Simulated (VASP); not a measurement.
Wanted: the native input for a VASP 6.6.1 run.

```yaml
Task: single point
Functional: PBE
Dispersion: D3(BJ)
Potentials_or_basis: VASP PAW PBE potentials, release 64 (Al, N)
Cutoff: 520 eV
k_mesh: 8 × 8 × 8
Occupations: gaussian, width 0.01 eV
Spin: no spin polarisation
Dipole_correction: no
Further_INCAR_settings: ALGO = Normal; EDIFF = 1e-07; NBANDS = 11
```

The structure of AlN lies in POSCAR:

```
AlN
1.0
    0.0000000000      2.0325595473      2.0325595473
    2.0325595473      0.0000000000      2.0325595473
    2.0325595473      2.0325595473      0.0000000000
Al N
1 1
Direct
    0.0000000000      0.0000000000      0.0000000000
    0.5000000000      0.5000000000      0.5000000000
```

One way to write it, as run:

INCAR

```
SYSTEM = AlN
PREC     = Accurate       ! precision mode
ENCUT    = 520            ! plane-wave cutoff, eV
EDIFF    = 1E-7           ! SCF threshold, eV
ISMEAR   = 0              ! smearing method
SIGMA    = 0.01           ! smearing width, eV
LREAL    = .False.        ! projectors in reciprocal space
LASPH    = .True.         ! aspherical terms in the spheres
NELM     = 80             ! most SCF steps
ALGO     = Normal         ! electronic algorithm
ISIF     = 2              ! what is computed and relaxed
LWAVE    = .False.        ! write WAVECAR
LCHARG   = .True.         ! write CHGCAR
GGA      = PE             ! functional
IVDW     = 12             ! dispersion correction
LELF     = .True.         ! ELF
LVHAR    = .True.       
NBANDS   = 11             ! bands
```

KPOINTS

```
regular mesh
0
Gamma
  8 8 8
  0 0 0
```

Potentials or basis: VASP PAW PBE potentials, release 64 (Al, N).

Launch:

```sh
$ cat potpaw_PBE.64/Al/POTCAR potpaw_PBE.64/N/POTCAR > POTCAR
$ mpirun -np 1 vasp_std > vasp.out
```

Results of the run:

* Pressure: -5.9 GPa
* Band gap on the k mesh: 4.45 eV, indirect (least direct gap 5.45 eV)
* Dispersion energy per atom: -0.334 eV

It took 5.9 s on 1 thread of Intel(R) Xeon(R) Platinum 8259CL CPU @ 2.50GHz (Skylake/Cascade Lake), on a shared host, peak memory 0.14 GiB.
